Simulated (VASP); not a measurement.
The system is SiC.

```
Si C
1.0
     0.00000    2.18000    2.18000
     2.18000    0.00000    2.18000
     2.18000    2.18000    0.00000
Si C
1 1
Cartesian
  0.0000 0.0000 0.0000
  1.0900 1.0900 1.0900
```

| Item | Value |
| --- | --- |
| Program | VASP 6.6.1 |
| Task | relaxation of cell and atoms |
| Functional | LDA |
| Potentials or basis | VASP PAW LDA potentials, release 64 (Si, C) |
| Cutoff | 600 eV |
| k mesh | 10 × 10 × 10 |
| Occupations | gaussian, width 0.02 eV |
| Spin | no spin polarisation |

At the start: pressure -4.5 GPa; volume 10.36 Å³/atom.

Where does the relaxation end?

Over 3 steps the energy falls by 3.0 meV/atom and the volume is 10.15 Å³/atom (-2.0 %); space group F-43m (No. 216, to 0.1 Å) before and after.

The path:
```csv
step,energy change (eV),largest force (eV/Å),pressure (GPa),volume (Å³)
1,0.0000,0.0000,-4.48,20.72
2,0.0010,0.0000,5.20,19.86
3,-0.0059,0.0000,-0.02,20.30
```

Final structure:
```
Si C
1.0
     0.00000    2.16529    2.16529
     2.16529    0.00000    2.16529
     2.16529    2.16529    0.00000
Si C
1 1
Direct
  0.00000 0.00000 0.00000
  0.25000 0.25000 0.25000
```
